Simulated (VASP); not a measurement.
# CsRe2 (Fm-3m) in VASP: notebook

Runs on CsRe2. Level: PBE. Tasks: relaxation of cell and atoms.

Program: VASP 6.6.1. These are calculated values, not measurements. Logs are shortened: lines on timing, memory, paths and dates and some standing lists are left out, and cuts for length are marked.

### Step 1. The cell of the first run

Symmetry: Fm-3m, No. 225, cubic system. Conventional cell: a = 6.240 Å, b = 6.240 Å, c = 6.240 Å, α = 90.00°, β = 90.00°, γ = 90.00°. Within 3.6 Å of Cs (site symmetry m-3m) lie 8 Re at 2.70 Å. Re (site symmetry -43m) has 4 Cs at 2.70 Å and 6 Re at 3.12 Å within 3.6 Å.

### Step 2. Relaxation of cell and atoms, PBE

INCAR

```
SYSTEM = CsRe2
ALGO = Normal
EDIFF = 1E-7
EDIFFG = -0.04
ENCUT = 560
GGA = PE
GGA_COMPAT = .False.
IBRION = 2
ISIF = 3
ISMEAR = 0
LASPH = .True.
LCHARG = .False.
LREAL = .False.
LWAVE = .False.
NELM = 120
NELMIN = 4
NSW = 90
PREC = Accurate
SIGMA = 0.1
```

KPOINTS

```
k-points
0
Gamma
  6 6 6
  0 0 0
```

POSCAR

```
CsRe2
1.0
    0.0000000000      3.1198178290      3.1198178290
    3.1198178290      0.0000000000      3.1198178290
    3.1198178290      3.1198178290      0.0000000000
Cs Re
1 2
Direct
    0.0000000000      0.0000000000      0.0000000000
    0.2500000000      0.2500000000      0.2500000000
    0.7500000000      0.7500000000      0.7500000000
```

Potentials or basis: VASP PAW PBE potentials, release 64 (Cs_sv, Re_sv_GW).

Command:

```sh
$ cat potpaw_PBE.64/Cs_sv/POTCAR potpaw_PBE.64/Re_sv_GW/POTCAR > POTCAR
$ mpirun -np 1 vasp_std > vasp.out
```

OUTCAR:

```text
SYSTEM = CsRe2
   EDIFF = 1E-7
   EDIFFG = -0.04
   ENCUT = 560
   GGA = PE
   IBRION = 2
   ISIF = 3
   ISMEAR = 0
   LASPH = .True.
   LREAL = .False.
   NELM = 120
   NELMIN = 4
   NSW = 90
   PREC = Accurate

 ion  position               nearest neighbor table
   1  0.000  0.000  0.000-   3 2.70   3 2.70   3 2.70   2 2.70   2 2.70   2 2.70   3 2.70   2 2.70

   2  0.250  0.250  0.250-   1 2.70   1 2.70   1 2.70   1 2.70   3 3.12   3 3.12   3 3.12   3 3.12
                             3 3.12   3 3.12
   3  0.750  0.750  0.750-   1 2.70   1 2.70   1 2.70   1 2.70   2 3.12   2 3.12   2 3.12   2 3.12
                             2 3.12   2 3.12

  LATTYP: Found a face centered cubic cell.
 ALAT       =     6.2396356580

  Lattice vectors:

 A1 = (   0.0000000000,   3.1198178290,   3.1198178290)
 A2 = (   3.1198178290,   0.0000000000,   3.1198178290)
 A3 = (   3.1198178290,   3.1198178290,   0.0000000000)

Analysis of symmetry for initial positions (statically):
=====================================================================
 Subroutine PRICEL returns:
 Original cell was already a primitive cell.

 Routine SETGRP: Setting up the symmetry group for a
 face centered cubic supercell.

 Subroutine GETGRP returns: Found 48 space group operations
 (whereof 48 operations were pure point group operations)
 out of a pool of 48 trial point group operations.

The static configuration has the point symmetry O_h .

Analysis of symmetry for dynamics (positions and initial velocities):
=====================================================================
 Subroutine PRICEL returns:
 Original cell was already a primitive cell.

 Routine SETGRP: Setting up the symmetry group for a
 face centered cubic supercell.

 Subroutine GETGRP returns: Found 48 space group operations
 (whereof 48 operations were pure point group operations)
 out of a pool of 48 trial point group operations.

The dynamic configuration has the point symmetry O_h .

 Subroutine INISYM returns: Found 48 space group operations
 (whereof 48 operations are pure point group operations),
 and found     1 'primitive' translations

----------------------------------------------------------------------------------------

                                     Primitive cell

  volume of cell :      60.7320

  direct lattice vectors                    reciprocal lattice vectors
     0.000000000  3.119817829  3.119817829    -0.160265768  0.160265768  0.160265768
     3.119817829  0.000000000  3.119817829     0.160265768 -0.160265768  0.160265768
     3.119817829  3.119817829  0.000000000     0.160265768  0.160265768 -0.160265768

  length of vectors
     4.412088686  4.412088686  4.412088686     0.277588453  0.277588453  0.277588453

  position of ions in fractional coordinates (direct lattice)
     0.000000000  0.000000000  0.000000000
     0.250000000  0.250000000  0.250000000
     0.750000000  0.750000000  0.750000000

  ion indices of the primitive-cell ions
   primitive index   ion index
                 1           1
                 2           2
                 3           3

----------------------------------------------------------------------------------------

 KPOINTS: k-points

Automatic generation of k-mesh.
 Grid dimensions read from file:
 generate k-points for:    6    6    6

 Generating k-lattice:

  Cartesian coordinates                     Fractional coordinates (reciprocal lattice)
    -0.026710961  0.026710961  0.026710961     0.166666667  0.000000000  0.000000000
     0.026710961 -0.026710961  0.026710961     0.000000000  0.166666667  0.000000000
     0.026710961  0.026710961 -0.026710961     0.000000000  0.000000000  0.166666667

  Length of vectors
     0.046264742  0.046264742  0.046264742

  Shift w.r.t. Gamma in fractional coordinates (k-lattice)
     0.000000000  0.000000000  0.000000000

 Subroutine IBZKPT returns following result:
 ===========================================

 Found     16 irreducible k-points:

 Following reciprocal coordinates:
            Coordinates               Weight
  0.000000  0.000000  0.000000      1.000000
  0.166667  0.000000  0.000000      8.000000
  0.333333  0.000000  0.000000      8.000000
  0.500000  0.000000  0.000000      4.000000
  0.166667  0.166667  0.000000      6.000000
  0.333333  0.166667  0.000000     24.000000
[... 8 lines left out ...]
 -0.333333  0.333333  0.166667     24.000000
 -0.333333  0.500000  0.166667     12.000000
   k-points           NKPTS =     16   k-points in BZ     NKDIM =     16   number of bands    NBANDS=     23
   number of dos      NEDOS =    301   number of ions     NIONS =      3
   total plane-waves  NPLWV =  46656
   dimension x,y,z NGX =    36 NGY =   36 NGZ =   36
   dimension x,y,z NGXF=    72 NGYF=   72 NGZF=   72
   ions per type =               1   2
   NGX,Y,Z   is equivalent  to a cutoff of  13.56, 13.56, 13.56 a.u.
   NGXF,Y,Z  is equivalent  to a cutoff of  27.13, 27.13, 27.13 a.u.
 SYSTEM =  CsRe2
   PREC   = accura    normal or accurate (medium, high low for compatibility)
   ISTART =      0    job   : 0-new  1-cont  2-samecut
   ICHARG =      2    charge: 1-file 2-atom 10-const
   ISPIN  =      1    spin polarized calculation?
   LNONCOLLINEAR =      F non collinear calculations
   LSORBIT =      F    spin-orbit coupling
   LASPH  =      T    aspherical Exc in radial PAW
   ENCUT  =  560.0 eV  41.16 Ry    6.42 a.u.   8.51  8.51  8.51*2*pi/ulx,y,z
   NELM   =    120;   NELMIN=  4; NELMDL= -5     # of ELM steps
   EDIFF  = 0.1E-06   stopping-criterion for ELM
   LREAL  =      F    real-space projection
   EDIFFG = -.4E-01   stopping-criterion for IOM
   NSW    =     90    number of steps for IOM
   IBRION =      2    ionic relax: 0-MD 1-quasi-New 2-CG
   NFREE  =      1    steps in history (QN), initial steepest desc. (CG)
   ISIF   =      3    stress and relaxation
   ISYM   =      2    0-nonsym 1-usesym 2-fastsym
   POTIM  = 0.5000    time-step for ionic-motion
   TEBEG  =    0.0;   TEEND  =   0.0 temperature during run
   PSTRESS=    0.0 pullay stress
   NELECT =      39.0000    total number of electrons
   NUPDOWN=      -1.0000    fix difference up-down
   EMIN   =  10.00;   EMAX   =-10.00  energy-range for DOS
   EFERMI =   0.00;   METHOD = LEGACY
   ISMEAR =     0;   SIGMA  =   0.10  broadening in eV -4-tet -1-fermi 0-gaus
   EFERMI_NEDOS =   21; number of points for ismear=-14 and -15
   IALGO  =     38    algorithm
   IMIX   =      4    mixing-type and parameters
     AMIX     =   0.40;   BMIX     =  1.00
     AMIX_MAG =   1.60;   BMIX_MAG =  1.00
  volume/ion in A,a.u.               =      20.24       136.61
  Fermi-wavevector in a.u.,A,eV,Ry     =   1.412398  2.669045 27.141833  1.994868
  Thomas-Fermi vector in A             =   2.534151
   LORBIT       =      0    0 simple, 1 ext, 2 COOP (PROOUT), +10 PAW based schemes
   GGA     = PE    functional components
   LHFCALC =     F    Hartree Fock is set to
   AEXX    =    0.0000 exact exchange contribution
   IVDW    =     0    specifies the selected vdW correction
   LEPSILON=     F    determine dielectric tensor
   LRPA    =     F    only Hartree local field effects (RPA)
 conjugate gradient relaxation of ions
 non-spin polarized calculation
 Gauss-broadening in eV      SIGMA  =   0.10
  energy-cutoff  :      560.00
  volume of cell :       60.73
 maximum number of plane-waves:      1853
 NGX is ok and might be reduce to    36
   NGX = 17   NGY = 17   NGZ = 17

--------------------------------------- Ionic step        1  -------------------------------------------

 number of electron      39.0000003 magnetization

 Free energy of the ion-electron system (eV)
  ---------------------------------------------------
  ext. energy  EPLUGINS =         0.00000000
  ---------------------------------------------------
  free energy    TOTEN  =       -17.60891459 eV

  energy without entropy =      -17.59133209  energy(sigma->0) =      -17.60012334

------------------------ aborting loop because EDIFF is reached ----------------------------------------

  FORCE on cell =-STRESS in cart. coord.  units (eV):
  Direction    XX          YY          ZZ          XY          YZ          ZX
  --------------------------------------------------------------------------------------
  -------------------------------------------------------------------------------------
  Total        1.4396371      1.4396371      1.4396371      0.0000000     -0.0000000      0.0000000
  in kB       37.9792097     37.9792097     37.9792097      0.0000000     -0.0000000      0.0000000
  external PRESSURE =      37.9792097 kB  Pullay stress =       0.0000000 kB

 VOLUME and BASIS-vectors are now :
 -----------------------------------------------------------------------------
  energy-cutoff  :      560.00
  volume of cell :       60.73
      direct lattice vectors                 reciprocal lattice vectors
     0.000000000  3.119817829  3.119817829    -0.160265768  0.160265768  0.160265768
     3.119817829  0.000000000  3.119817829     0.160265768 -0.160265768  0.160265768
     3.119817829  3.119817829  0.000000000     0.160265768  0.160265768 -0.160265768
[... 38 lines left out ...]
 POSITION                                       TOTAL-FORCE (eV/Angst)
 -----------------------------------------------------------------------------------
      6.38409      6.38409      6.38409         0.000000      0.000000      0.000000
      1.59602      1.59602      1.59602         0.000000      0.000000      0.000000
      4.78807      4.78807      4.78807        -0.000000     -0.000000     -0.000000
 -----------------------------------------------------------------------------------
    total drift:                                0.000000      0.000000      0.000000

  FREE ENERGIE OF THE ION-ELECTRON SYSTEM (eV)
  ---------------------------------------------------
  free  energy   TOTEN  =       -17.5982136781 eV

  energy  without entropy=      -17.5775920344  energy(sigma->0) =      -17.58790286

--------------------------------------- Ionic step        3  -------------------------------------------

 number of electron      38.9999997 magnetization

 Free energy of the ion-electron system (eV)
  ---------------------------------------------------
  ext. energy  EPLUGINS =         0.00000000
  ---------------------------------------------------
  free energy    TOTEN  =       -17.63005404 eV

  energy without entropy =      -17.61074447  energy(sigma->0) =      -17.62039925

 E-fermi :   8.1014     XC(G=0): -12.0068

 val. band max:        8.0828878445   @ k =   0.5000   0.0000   0.0000
 cond. band min:       8.1164996494   @ k =   0.3333   0.3333   0.0000
 fundamental gap:      0.0336118049
 Fermi energy:         8.1013561306

 k-point     1 :       0.0000    0.0000    0.0000
  band No.  band energies     occupation
      1     -71.7654      2.00000
      2     -71.7472      2.00000
      3     -33.7118      2.00000
      4     -33.7118      2.00000
      5     -33.7118      2.00000
      6     -33.5781      2.00000
[... 15 lines left out ...]
     22      10.2975      0.00000
     23      10.2975      0.00000
[... 410 lines left out ...]
 POSITION                                       TOTAL-FORCE (eV/Angst)
 -----------------------------------------------------------------------------------
      0.00000      0.00000      0.00000        -0.000000      0.000000     -0.000000
      1.57576      1.57576      1.57576        -0.000000     -0.000000     -0.000000
      4.72727      4.72727      4.72727         0.000000      0.000000      0.000000
 -----------------------------------------------------------------------------------
    total drift:                                0.000000      0.000000      0.000000

  FREE ENERGIE OF THE ION-ELECTRON SYSTEM (eV)
  ---------------------------------------------------
  free  energy   TOTEN  =       -17.6300540423 eV

  energy  without entropy=      -17.6107444668  energy(sigma->0) =      -17.62039925

 reached required accuracy - stopping structural energy minimisation
```

Wall time 50 s (1 thread of Intel Xeon 6975P-C (Granite Rapids), shared host); peak memory 0.22 GiB.

What came out:

| Property | Result |
| --- | --- |
| Free energy | -17.6301 eV |
| Relaxed volume | 20.87 Å³/atom |
| Relaxed cell | a = 4.457 Å, b = 4.457 Å, c = 4.457 Å, α = 60.00°, β = 60.00°, γ = 60.00° |
| Space group after relaxing (to 0.1 Å) | Fm-3m (No. 225) |
| Energy gained by relaxing | 7.0 meV/atom |
| Ionic steps | 3 |
| Pressure after relaxing | 0.0 GPa |
| Band gap on the k mesh | zero (an odd number of electrons rules out a gap without spin polarisation) |

Step by step:
```
step  energy change (eV)  largest force (eV/Å)  pressure (GPa)  volume (Å³)
   1              0.0000                0.0000            3.80        60.73
   2              0.0107                0.0000           -3.97        65.05
   3             -0.0211                0.0000           -0.03        62.60
```

Final structure:
```
Cs Re
1.0
     0.00000    3.15152    3.15152
     3.15152    0.00000    3.15152
     3.15152    3.15152    0.00000
Cs Re
1 2
Direct
  0.00000 0.00000 0.00000
  0.25000 0.25000 0.25000
  0.75000 0.75000 0.75000
```

Caveat: spin-orbit coupling is left out, which moves the levels of the heavy elements.

### Step 3. Relaxation of cell and atoms, PBE

This run uses another cell than the first one, of 24.20 Å³/atom.

INCAR

```
SYSTEM = CsRe2
  ALGO = Normal
  EDIFF = 1E-7
  EDIFFG = -0.04
  ENCUT = 560
  GGA = PE
  GGA_COMPAT = .FALSE.
  IBRION = 2
  ISIF = 3
  ISMEAR = 0
  LASPH = .TRUE.
  LCHARG = .FALSE.
  LREAL = .FALSE.
  LWAVE = .FALSE.
  NELM = 120
  NELMIN = 4
  NSW = 90
  PREC = Accurate
  SIGMA = 0.1
```

KPOINTS

```
k-points
0
G
  4 4 4
  0 0 0
```

POSCAR

```
CsRe2
1.0
    0.0000000000      3.3112270065      3.3112270065
    3.3112270065      0.0000000000      3.3112270065
    3.3112270065      3.3112270065      0.0000000000
Cs Re
1 2
Direct
    0.0000000000      0.0000000000      0.0000000000
    0.2500000000      0.2500000000      0.2500000000
    0.7500000000      0.7500000000      0.7500000000
```

Potentials or basis: VASP PAW PBE potentials, release 64 (Cs_sv, Re_sv_GW).

Command:

```sh
$ cat potpaw_PBE.64/Cs_sv/POTCAR potpaw_PBE.64/Re_sv_GW/POTCAR > POTCAR
$ mpirun -np 1 vasp_std > vasp.out
```

It took 40 s on 1 thread of Intel Xeon 6975P-C (Granite Rapids), shared host; peak memory 0.22 GiB.

It converged, with:

```
Free energy                           : -17.5663 eV
Relaxed volume                        : 21.11 Å³/atom
Relaxed cell                          : a = 4.474 Å, b = 4.474 Å, c = 4.474 Å, α = 60.00°, β = 60.00°, γ = 60.00°
Space group after relaxing (to 0.1 Å) : Fm-3m (No. 225)
Energy gained by relaxing             : 121.5 meV/atom
Ionic steps                           : 3
Pressure after relaxing               : -0.3 GPa
Band gap on the k mesh                : zero (an odd number of electrons rules out a gap without spin polarisation)
```

Step by step:
| step | energy change (eV) | largest force (eV/Å) | pressure (GPa) | volume (Å³) |
| --- | --- | --- | --- | --- |
| 1 | 0.0000 | 0.0000 | -10.82 | 72.61 |
| 2 | -0.0791 | 0.0000 | 16.29 | 56.76 |
| 3 | -0.3645 | 0.0000 | -0.27 | 63.33 |

Final structure:
```xyz
3
Lattice="0.0000 3.1636 3.1636 3.1636 0.0000 3.1636 3.1636 3.1636 0.0000" Properties=species:S:1:pos:R:3 pbc="T T T"
Cs    0.0000    0.0000    0.0000
Re    1.5818    1.5818    1.5818
Re    4.7454    4.7454    4.7454
```

Levels at points of the mesh, in eV from the Fermi level:
| k point | band 17 | band 18 | band 19 | band 20 | band 21 | band 22 |
| --- | --- | --- | --- | --- | --- | --- |
| (0.00, 0.00, 0.00) | 0.01 | 0.01 | 0.56 | 0.56 | 0.56 | 2.22 |
| (0.50, 0.00, 0.00) | -1.60 | -1.60 | -1.19 | -1.19 | 0.02 | 1.64 |
| (0.50, 0.50, 0.00) | -1.34 | -0.37 | -0.37 | -0.02 | 0.75 | 2.01 |

Caveat: the k points lie up to 0.43 Å⁻¹ apart in the final cell, too coarse for converged energies and pressures of a metal; spin-orbit coupling is left out, which moves the levels of the heavy elements.

The gap in the log of VASP goes by the Fermi energy; the results here count the filled bands.